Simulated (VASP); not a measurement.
# HgS (F-43m) in VASP: notebook

HgS is run at these levels: r2SCAN, PBE; tasks: single point.

All numbers are computed with VASP 6.6.1; they aren't measurements. Logs are shortened: lines on timing, memory, paths and dates and some standing lists are left out, and cuts for length are marked.

### 1 The cell of the first run

The structure is cubic, space group F-43m (No. 216). The conventional cell has a = 5.889 Å, b = 5.889 Å, c = 5.889 Å, α = 90.00°, β = 90.00°, γ = 90.00°. Within 3.4 Å of Hg (site symmetry -43m) lie 4 S at 2.55 Å. S (site symmetry -43m) has 4 Hg at 2.55 Å within 3.4 Å.

### 2 Single point, r2SCAN (volume scaled by 0.98)

POSCAR

```
HgS
1.0
    0.0000000000      2.9443256717      2.9443256717
    2.9443256717      0.0000000000      2.9443256717
    2.9443256717      2.9443256717      0.0000000000
Hg S
1 1
Direct
    0.0000000000      0.0000000000      0.0000000000
    0.7500000000      0.7500000000      0.7500000000
```

INCAR.step1

```
PREC = Accurate
ENCUT = 550
ISMEAR = 0
SIGMA = 0.05
LREAL = False
LASPH = True
NELM = 120
NBANDS = 16
GGA = PE
ALGO = Normal
EDIFF = 1E-5
LWAVE = True
LCHARG = False
GGA_COMPAT = False
```

INCAR.step2

```
PREC = Accurate
ENCUT = 550
EDIFF = 1E-6
ISMEAR = 0
SIGMA = 0.05
LREAL = False
LASPH = True
NELM = 120
ALGO = Normal
ISIF = 2
LWAVE = False
LCHARG = False
METAGGA = R2SCAN
LMIXTAU = True
NBANDS = 16
ISTART = 1
GGA_COMPAT = False
```

KPOINTS

```
regular mesh
0
Gamma
  8 8 8
```

Potentials or basis: VASP PAW PBE potentials, release 64 (Hg, S).

Launch:

```console
> cat potpaw_PBE.64/Hg/POTCAR potpaw_PBE.64/S/POTCAR > POTCAR
> cp INCAR.step1 INCAR
> mpirun -np 1 vasp_std > vasp.out
> cp INCAR.step2 INCAR
> mpirun -np 1 vasp_std > vasp.out
```

OUTCAR:

```text
PREC = Accurate
   ENCUT = 550
   EDIFF = 1E-6
   ISMEAR = 0
   LREAL = False
   LASPH = True
   NELM = 120
   ISIF = 2
   METAGGA = R2SCAN
   ISTART = 1

 ion  position               nearest neighbor table
   1  0.000  0.000  0.000-   2 2.55   2 2.55   2 2.55   2 2.55
   2  0.750  0.750  0.750-   1 2.55   1 2.55   1 2.55   1 2.55

  LATTYP: Found a face centered cubic cell.
 ALAT       =     5.8886513434

  Lattice vectors:

 A1 = (   0.0000000000,   2.9443256717,   2.9443256717)
 A2 = (   2.9443256717,   0.0000000000,   2.9443256717)
 A3 = (   2.9443256717,   2.9443256717,   0.0000000000)

Analysis of symmetry for initial positions (statically):
=====================================================================
 Subroutine PRICEL returns:
 Original cell was already a primitive cell.

 Routine SETGRP: Setting up the symmetry group for a
 face centered cubic supercell.

 Subroutine GETGRP returns: Found 24 space group operations
 (whereof 24 operations were pure point group operations)
 out of a pool of 48 trial point group operations.

The static configuration has the point symmetry T_d .

Analysis of symmetry for dynamics (positions and initial velocities):
=====================================================================
 Subroutine PRICEL returns:
 Original cell was already a primitive cell.

 Routine SETGRP: Setting up the symmetry group for a
 face centered cubic supercell.

 Subroutine GETGRP returns: Found 24 space group operations
 (whereof 24 operations were pure point group operations)
 out of a pool of 48 trial point group operations.

The dynamic configuration has the point symmetry T_d .

 Subroutine INISYM returns: Found 24 space group operations
 (whereof 24 operations are pure point group operations),
 and found     1 'primitive' translations

----------------------------------------------------------------------------------------

                                     Primitive cell

  volume of cell :      51.0490

  direct lattice vectors                    reciprocal lattice vectors
     0.000000000  2.944325672  2.944325672    -0.169818171  0.169818171  0.169818171
     2.944325672  0.000000000  2.944325672     0.169818171 -0.169818171  0.169818171
     2.944325672  2.944325672  0.000000000     0.169818171  0.169818171 -0.169818171

  length of vectors
     4.163905297  4.163905297  4.163905297     0.294133700  0.294133700  0.294133700

  position of ions in fractional coordinates (direct lattice)
     0.000000000  0.000000000  0.000000000
     0.750000000  0.750000000  0.750000000

  ion indices of the primitive-cell ions
   primitive index   ion index
                 1           1
                 2           2

----------------------------------------------------------------------------------------

 KPOINTS: regular mesh

Automatic generation of k-mesh.
 Grid dimensions read from file:
 generate k-points for:    8    8    8

 Generating k-lattice:

  Cartesian coordinates                     Fractional coordinates (reciprocal lattice)
    -0.021227271  0.021227271  0.021227271     0.125000000  0.000000000  0.000000000
     0.021227271 -0.021227271  0.021227271     0.000000000  0.125000000  0.000000000
     0.021227271  0.021227271 -0.021227271     0.000000000  0.000000000  0.125000000

  Length of vectors
     0.036766712  0.036766712  0.036766712

  Shift w.r.t. Gamma in fractional coordinates (k-lattice)
     0.000000000  0.000000000  0.000000000

 Subroutine IBZKPT returns following result:
 ===========================================

 Found     29 irreducible k-points:

 Following reciprocal coordinates:
            Coordinates               Weight
  0.000000  0.000000  0.000000      1.000000
  0.125000  0.000000  0.000000      8.000000
  0.250000  0.000000  0.000000      8.000000
  0.375000  0.000000  0.000000      8.000000
  0.500000  0.000000  0.000000      4.000000
  0.125000  0.125000  0.000000      6.000000
[... 16 lines left out ...]
  0.500000  0.250000  0.125000     48.000000
 -0.375000  0.250000  0.125000     24.000000
 [... further k-points ...]
   k-points           NKPTS =     29   k-points in BZ     NKDIM =     29   number of bands    NBANDS=     16
   number of dos      NEDOS =    301   number of ions     NIONS =      2
   total plane-waves  NPLWV =  32768
   dimension x,y,z NGX =    32 NGY =   32 NGZ =   32
   dimension x,y,z NGXF=    64 NGYF=   64 NGZF=   64
   ions per type =               1   1
   NGX,Y,Z   is equivalent  to a cutoff of  12.78, 12.78, 12.78 a.u.
   NGXF,Y,Z  is equivalent  to a cutoff of  25.55, 25.55, 25.55 a.u.
 SYSTEM =  unknown system
   PREC   = accura    normal or accurate (medium, high low for compatibility)
   ISTART =      1    job   : 0-new  1-cont  2-samecut
   ICHARG =      0    charge: 1-file 2-atom 10-const
   ISPIN  =      1    spin polarized calculation?
   LNONCOLLINEAR =      F non collinear calculations
   LSORBIT =      F    spin-orbit coupling
   LASPH  =      T    aspherical Exc in radial PAW
   ENCUT  =  550.0 eV  40.42 Ry    6.36 a.u.   7.96  7.96  7.96*2*pi/ulx,y,z
   NELM   =    120;   NELMIN=  2; NELMDL=  0     # of ELM steps
   EDIFF  = 0.1E-05   stopping-criterion for ELM
   LREAL  =      F    real-space projection
   EDIFFG = 0.1E-04   stopping-criterion for IOM
   NSW    =      0    number of steps for IOM
   IBRION =     -1    ionic relax: 0-MD 1-quasi-New 2-CG
   NFREE  =      0    steps in history (QN), initial steepest desc. (CG)
   ISIF   =      2    stress and relaxation
   ISYM   =      2    0-nonsym 1-usesym 2-fastsym
   POTIM  = 0.5000    time-step for ionic-motion
   TEBEG  =    0.0;   TEEND  =   0.0 temperature during run
   PSTRESS=    0.0 pullay stress
   NELECT =      18.0000    total number of electrons
   NUPDOWN=      -1.0000    fix difference up-down
   EMIN   =  10.00;   EMAX   =-10.00  energy-range for DOS
   EFERMI =   0.00;   METHOD = LEGACY
   ISMEAR =     0;   SIGMA  =   0.05  broadening in eV -4-tet -1-fermi 0-gaus
   EFERMI_NEDOS =   21; number of points for ismear=-14 and -15
   IALGO  =     38    algorithm
   IMIX   =      4    mixing-type and parameters
     AMIX     =   0.40;   BMIX     =  1.00
     AMIX_MAG =   1.60;   BMIX_MAG =  1.00
  volume/ion in A,a.u.               =      25.52       172.25
  Fermi-wavevector in a.u.,A,eV,Ry     =   1.156564  2.185590 18.199714  1.337641
  Thomas-Fermi vector in A             =   2.293183
   LORBIT       =      0    0 simple, 1 ext, 2 COOP (PROOUT), +10 PAW based schemes
   METAGGA = R2SCAN    functional components
   LHFCALC =     F    Hartree Fock is set to
   AEXX    =    0.0000 exact exchange contribution
   IVDW    =     0    specifies the selected vdW correction
   LEPSILON=     F    determine dielectric tensor
   LRPA    =     F    only Hartree local field effects (RPA)
 non-spin polarized calculation
 Gauss-broadening in eV      SIGMA  =   0.05
  energy-cutoff  :      550.00
  volume of cell :       51.05
 maximum number of plane-waves:      1524
   NGX = 15   NGY = 15   NGZ = 15

 number of electron      17.9999998 magnetization

 Free energy of the ion-electron system (eV)
  ---------------------------------------------------
  ext. energy  EPLUGINS =         0.00000000
  ---------------------------------------------------
  free energy    TOTEN  =       -57.73472807 eV

  energy without entropy =      -57.73457741  energy(sigma->0) =      -57.73465274

 E-fermi :   1.7134     XC(G=0):  -9.8466

 val. band max:        1.6981294771   @ k =   0.0000   0.0000   0.0000
 cond. band min:       2.6902967532   @ k =   0.1250   0.0000   0.0000
 fundamental gap:      0.9921672761
 Fermi energy:         1.7133533448

 k-point     1 :       0.0000    0.0000    0.0000
  band No.  band energies     occupation
      1     -12.0109      2.00000
      2      -5.5593      2.00000
      3      -5.5593      2.00000
      4      -5.5593      2.00000
      5      -4.6269      2.00000
      6      -4.6269      2.00000
[... 8 lines left out ...]
     15      13.8150      0.00000
     16      13.8150      0.00000

 k-point     2 :       0.1250    0.0000    0.0000
  band No.  band energies     occupation
      1     -11.9366      2.00000
      2      -5.5260      2.00000
      3      -5.5217      2.00000
      4      -5.5217      2.00000
      5      -4.6292      2.00000
      6      -4.6292      2.00000
[... 8 lines left out ...]
     15      13.1539      0.00000
     16      13.1539      0.00000

 k-point     3 :       0.2500    0.0000    0.0000
  band No.  band energies     occupation
      1     -11.7525      2.00000
      2      -5.4381      2.00000
      3      -5.4381      2.00000
      4      -5.3586      2.00000
      5      -4.6204      2.00000
      6      -4.6204      2.00000
[... 8 lines left out ...]
     15      12.8463      0.00000
     16      12.8463      0.00000

 k-point     4 :       0.3750    0.0000    0.0000
  band No.  band energies     occupation
      1     -11.5622      2.00000
      2      -5.3698      2.00000
      3      -5.3698      2.00000
      4      -4.9102      2.00000
      5      -4.5841      2.00000
      6      -4.5841      2.00000
[... 8 lines left out ...]
     15      13.5529      0.00000
     16      13.5529      0.00000
[... 324 lines left out ...]
 k-point    22 :       0.3750    0.2500    0.1250
  band No.  band energies     occupation
      1     -11.6132      2.00000
      2      -5.4211      2.00000
      3      -5.3038      2.00000
      4      -5.2222      2.00000
      5      -4.6641      2.00000
      6      -4.5474      2.00000
[... 8 lines left out ...]
     15      13.9939      0.00000
     16      15.3563      0.00000

 k-point    23 :       0.5000    0.2500    0.1250
  band No.  band energies     occupation
      1     -11.4594      2.00000
      2      -5.3099      2.00000
      3      -5.2442      2.00000
      4      -4.9181      2.00000
      5      -4.5815      2.00000
      6      -4.4814      2.00000
[... 8 lines left out ...]
     15      14.6524      0.00000
     16      14.9153      0.00000

 k-point    24 :      -0.3750    0.2500    0.1250
  band No.  band energies     occupation
      1     -11.3950      2.00000
      2      -5.2856      2.00000
      3      -5.2131      2.00000
      4      -4.6972      2.00000
      5      -4.5974      2.00000
      6      -4.1612      2.00000
[... 8 lines left out ...]
     15      14.1600      0.00000
     16      14.9921      0.00000

 [... further k-points ...]
[... 5 lines left out ...]
  --------------------------------------------------------------------------------------
  -------------------------------------------------------------------------------------
  Total        0.4917909      0.4917909      0.4917909      0.0000000     -0.0000000      0.0000000
  in kB       15.4348915     15.4348915     15.4348915      0.0000000     -0.0000000      0.0000000
  external PRESSURE =      15.4348915 kB  Pullay stress =       0.0000000 kB

 VOLUME and BASIS-vectors are now :
 -----------------------------------------------------------------------------
  energy-cutoff  :      550.00
  volume of cell :       51.05
      direct lattice vectors                 reciprocal lattice vectors
     0.000000000  2.944325672  2.944325672    -0.169818171  0.169818171  0.169818171
     2.944325672  0.000000000  2.944325672     0.169818171 -0.169818171  0.169818171
     2.944325672  2.944325672  0.000000000     0.169818171  0.169818171 -0.169818171

 POSITION                                       TOTAL-FORCE (eV/Angst)
 -----------------------------------------------------------------------------------
      0.00000      0.00000      0.00000         0.000000      0.000000      0.000000
      4.41649      4.41649      4.41649        -0.000000     -0.000000     -0.000000
 -----------------------------------------------------------------------------------
    total drift:                                0.000000      0.000000      0.000000

  FREE ENERGIE OF THE ION-ELECTRON SYSTEM (eV)
  ---------------------------------------------------
  free  energy   TOTEN  =       -57.7347280688 eV

  energy  without entropy=      -57.7345774103  energy(sigma->0) =      -57.73465274
```

It took 65 s on 1 thread of Intel Xeon Platinum 8259CL at 2.50GHz (Skylake/Cascade Lake), shared host; peak memory 0.19 GiB.

What came out:

| Property | Result |
| --- | --- |
| Free energy | -57.7347 eV |
| Pressure | 1.5 GPa |
| Band gap on the k mesh | zero (filled and empty bands touch) |

Caveat: the PAW data sets were made with another functional, which shifts forces and pressure a little; spin-orbit coupling is left out, which moves the levels of the heavy elements.

(Part 1 of 2 ends here.)
